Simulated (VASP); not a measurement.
A run of VASP 6.6.1 is set up as follows.

Contents of INCAR:

```
SYSTEM = Cs3C
PREC = Accurate
ENCUT = 520
EDIFF = 1E-7
ISMEAR = 0
SIGMA = 0.1
LREAL = .False.
LASPH = .True.
NELM = 150
ALGO = Normal
ISIF = 2
LWAVE = .False.
LCHARG = .False.
ISPIN = 2
MAGMOM = 0 0 0 1
LORBIT = 11
GGA = PE
NBANDS = 28
```

Contents of KPOINTS:

```
Automatic mesh
0
Gamma
  3 3 3
  0 0 0
```

POSCAR

```
Cs3C
1.0
    3.5140026600      2.0288103800      6.4889439000
   -3.5140026600      2.0288103800      6.4889439000
    0.0000000000     -4.0576207600      6.4889439000
Cs C
3 1
Direct
    0.5000000000      0.5000000000      0.0000000000
    0.0000000000      0.5000000000      0.5000000000
    0.5000000000      0.0000000000      0.5000000000
    0.0000000000      0.0000000000      0.0000000000
```

Potentials or basis: VASP PAW PBE potentials, release 64 (Cs_sv, C).

Run with:

```sh
$ cat potpaw_PBE.64/Cs_sv/POTCAR potpaw_PBE.64/C/POTCAR > POTCAR
$ mpirun -np 1 vasp_std > vasp.out
```

(1) Predict the site moments.

(2) Predict the net moment.

## Answers

(1) Cs +0.03; C +0.88 μB.

(2) 2.32 μB per cell.

Caveat: the k points lie up to 0.36 Å⁻¹ apart.
